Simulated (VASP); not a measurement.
Here is a VASP 6.6.1 calculation.

File INCAR:

```
ALGO = Normal
EDIFF = 1E-6
ENCUT = 520
GGA = PE
ISIF = 2
ISMEAR = -1
LASPH = T
LCHARG = F
LREAL = F
LWAVE = F
NBANDS = 12
NELM = 80
PREC = Accurate
SIGMA = 0.06122561905347299
```

KPOINTS

```
k-points
0
Gamma
  25 25 25
```

Contents of POSCAR:

```
V
1.0
    0.0000000000      1.9087134415      1.9087134415
    1.9087134415      0.0000000000      1.9087134415
    1.9087134415      1.9087134415      0.0000000000
V
1
Direct
    0.0000000000      0.0000000000      0.0000000000
```

Potentials or basis: VASP PAW PBE potentials, release 64 (V_sv).

Command:

```sh
$ cat potpaw_PBE.64/V_sv/POTCAR > POTCAR
$ mpirun -np 1 vasp_std > vasp.out
```

(1) What does it give for the pressure?

Answers

(1) 0.1 GPa.
